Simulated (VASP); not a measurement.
The system is SrO.

```
CELL_PARAMETERS angstrom
0.00000 2.80640 2.80640
2.80640 0.00000 2.80640
2.80640 2.80640 0.00000
ATOMIC_POSITIONS crystal
Sr 0.00000 0.00000 0.00000
O 0.25000 0.25000 0.25000
```

| Property | Result |
| --- | --- |
| Program | VASP 6.6.1 |
| Task | relaxation of cell and atoms |
| Functional | PBEsol |
| Potentials or basis | VASP PAW PBE potentials, release 64 (Sr_sv, O) |
| Cutoff | 600 eV |
| k mesh | 8 × 8 × 8 |
| Occupations | fermi-dirac, width 0.02 eV |
| Spin | no spin polarisation |

At the start: pressure -2.0 GPa; volume 22.10 Å³/atom.

**Question.** How do energy, volume and symmetry change on relaxing?

**Answer.** Over 3 steps the energy falls by 4.7 meV/atom and the volume is 21.38 Å³/atom (-3.3 %); space group F-43m (No. 216, to 0.1 Å) before and after.

Step by step:
```
step  energy change (eV)  largest force (eV/Å)  pressure (GPa)  volume (Å³)
   1              0.0000                0.0000           -2.03        44.21
   2             -0.0088                0.0000            0.52        42.44
   3             -0.0094                0.0000            0.00        42.77
```

Final structure:
```xyz
2
Lattice="0.0000 2.7757 2.7757 2.7757 0.0000 2.7757 2.7757 2.7757 0.0000" Properties=species:S:1:pos:R:3 pbc="T T T"
Sr    0.0000    0.0000    0.0000
O     1.3878    1.3878    1.3878
```

Caveat: the PAW data sets were made with another functional, which shifts forces and pressure a little.
